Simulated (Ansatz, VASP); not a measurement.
## Two plane-wave programs on Ga3SbN2

```xyz
6
Lattice="5.8789 0.0000 0.0000 -2.9395 5.0913 0.0000 0.0000 0.0000 3.3958" Properties=species:S:1:pos:R:3 pbc="T T T"
Ga    2.9395    0.0000    0.9479
Ga   -1.4697    2.5457    0.9479
Ga    1.4697    2.5457    0.9479
Sb    0.0000    0.0000    1.8788
N     0.0000    3.3942    0.0513
N     2.9395    1.6971    0.0513
```

Alike in both runs: functional PBE; k mesh 6 × 6 × 4; occupations gaussian, width 0.02 eV; no spin polarisation.

Ansatz relaxed the structure, and its values are those at the end. VASP's run is a single point on that final structure, the one shown.

```csv
,VASP,Ansatz
version,VASP 6.6.1,Ansatz 0.2.0
potentials or method,"VASP PAW PBE potentials, release 64 (Ga_d, Sb, N), cutoff 520 eV","scalar-relativistic, plane waves, PAW"
valence electrons in the cell,54,64
```

VASP gave:

| Item | Value |
| --- | --- |
| gap on the k mesh at the Fermi level (eV) | none |
| pressure (GPa) | 0.1 |
| rms of the force components (eV/Å) | 0.009 |

Question: Estimate Ansatz's values.

Answer: gap on the k mesh at the Fermi level (eV): none; pressure (GPa): 0.0; rms of the force components (eV/Å): 0.002.

A gap of «none» marks a metal or a gap that the smearing closes. VASP's potentials hold 54 valence electrons a cell and Ansatz's 64, so a difference there can come from the potentials and not from the codes.

The k mesh is coarse, so the values compare programs but aren't converged. Spin-orbit coupling is off throughout.
